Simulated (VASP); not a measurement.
WC:

```
W C
1.0
     0.00000    2.16305    2.16305
     2.16305    0.00000    2.16305
     2.16305    2.16305    0.00000
W C
1 1
Direct
  0.00000 0.00000 0.00000
  0.50000 0.50000 0.50000
```

Program: VASP 6.6.1. Alike in all runs: task single point; no spin polarisation; cell as given; k mesh 10 × 10 × 10; cutoff (eV) 520; smearing fermi-dirac 0.05 eV.

Question: Order these runs on this cell by their pressure, lowest first.
A. level PBEsol; potentials or basis VASP PAW PBE potentials, release 64 (W_sv, C)
B. level PBE; potentials or basis VASP PAW PBE potentials, release 64 (W_sv, C)
C. level r2SCAN; potentials or basis VASP PAW PBE potentials, release 64 (W_sv, C)
D. level LDA; potentials or basis VASP PAW LDA potentials, release 64 (W_sv, C)

Answer: D (1.2 GPa), A (6.4 GPa), C (12.5 GPa), B (15.6 GPa).

Caveats: the PAW data sets were made with another functional, which shifts forces and pressure a little (some runs).
